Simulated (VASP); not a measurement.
Wanted: the native input for a VASP 6.6.1 run.

```yaml
Task: single point
Functional: PBEsol
Potentials_or_basis: VASP PAW PBE potentials, release 64 (Re)
Cutoff: 520 eV
k_mesh: 14 × 14 × 14
Occupations: fermi-dirac, width 0.05 eV
Spin: no spin polarisation
Dipole_correction: no
Further_INCAR_settings: ALGO = Normal; EDIFF = 1e-06; NBANDS = 10
```

The structure of Re lies in POSCAR:

```
Re
1.0
    0.0000000000      1.9750000000      1.9552500000
    1.9750000000      0.0000000000      1.9552500000
    1.9750000000      1.9750000000      0.0000000000
Re
1
Direct
    0.0000000000      0.0000000000      0.0000000000
```

This cell differs from its parent crystal: zz strain of -1 %.

The input as run:

INCAR

```
  PREC = Accurate
  ENCUT = 520
  EDIFF = 1E-6
  ISMEAR = -1
  SIGMA = 0.05
  LREAL = F
  LASPH = T
  NELM = 60
  ALGO = Normal
  ISIF = 2
  LWAVE = F
  LCHARG = T
  GGA = PS
  LELF = T
  LVHAR = T
  NBANDS = 10
```

KPOINTS

```
Automatic mesh
0
Gamma
  14 14 14
```

Potentials or basis: VASP PAW PBE potentials, release 64 (Re).

Run with:

```console
$ cat potpaw_PBE.64/Re/POTCAR > POTCAR
$ mpirun -np 1 vasp_std > vasp.out
```

It gave:

- Pressure: -15.8 GPa

Caveat: the cell differs from its parent crystal (zz strain of -1 %); the PAW data sets were made with another functional, which shifts forces and pressure a little.

Wall time 35 s on 1 thread of Intel(R) Xeon(R) Platinum 8488C (Sapphire Rapids), on a shared host, peak memory 0.17 GiB.
